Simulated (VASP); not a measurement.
Here is a VASP 6.6.1 calculation.

Contents of INCAR:

```
SYSTEM = CsBr
  ALGO = Normal
  EDIFF = 1E-6
  ENCUT = 500
  GGA = PE
  GGA_COMPAT = .False.
  ISIF = 2
  ISMEAR = 0
  LASPH = .True.
  LCHARG = .True.
  LELF = .True.
  LREAL = .False.
  LVHAR = .True.
  LWAVE = .False.
  NBANDS = 15
  NELM = 120
  PREC = Accurate
  SIGMA = 0.1
```

File KPOINTS:

```
k-points
0
Gamma
  4 4 4
  0 0 0
```

Contents of POSCAR:

```
CsBr
1.0
    4.3256220800      0.0000000000      0.0000000000
    0.0000000000      4.3256220800      0.0000000000
    0.0000000000      0.0000000000      4.3256220800
Cs Br
1 1
Direct
    0.0000000000      0.0000000000      0.0000000000
    0.5000000000      0.5000000000      0.5000000000
```

Potentials or basis: VASP PAW PBE potentials, release 64 (Cs_sv, Br).

The run is started by

```sh
$ cat potpaw_PBE.64/Cs_sv/POTCAR potpaw_PBE.64/Br/POTCAR > POTCAR
$ mpirun -np 1 vasp_std > vasp.out
```

(1) Estimate the band gap on the k mesh.

(2) Predict the pressure.

Answers

(1) 4.41 eV (least direct gap 4.42 eV).

(2) 0.7 GPa.

Caveat: spin-orbit coupling is left out, which moves the levels of the heavy elements.
